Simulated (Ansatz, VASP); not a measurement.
BaZrO3: VASP beside Ansatz

```xyz
5
Lattice="4.2054 0.0000 0.0000 0.0000 4.2054 0.0000 0.0000 0.0000 4.2054" Properties=species:S:1:pos:R:3 pbc="T T T"
Ba    0.0000    0.0000    0.0000
Zr    2.1027    2.1027    2.1027
O     2.1027    2.1027    0.0000
O     2.1027    0.0000    2.1027
O     0.0000    2.1027    2.1027
```

Alike in both runs: task single point; functional PBE; k mesh 6 × 6 × 6; non-collinear spin, spin-orbit coupling.

|  | VASP | Ansatz |
| --- | --- | --- |
| version | VASP 6.6.1 | Ansatz 0.2.0 |
| potentials or method | VASP PAW PBE potentials, release 64 (Ba_sv, Zr_sv, O) | plane waves, PAW |
| plane-wave cutoff (eV) | 520 | 420 |
| occupations | gaussian, width 0.01 eV | fixed |
| valence electrons in the cell | 40 | 40 |

```csv
,VASP,Ansatz,Ansatz less VASP
pressure (GPa),3.4,2.4,-1.00
net moment per atom (μB),0.00,0.00,0.000
```
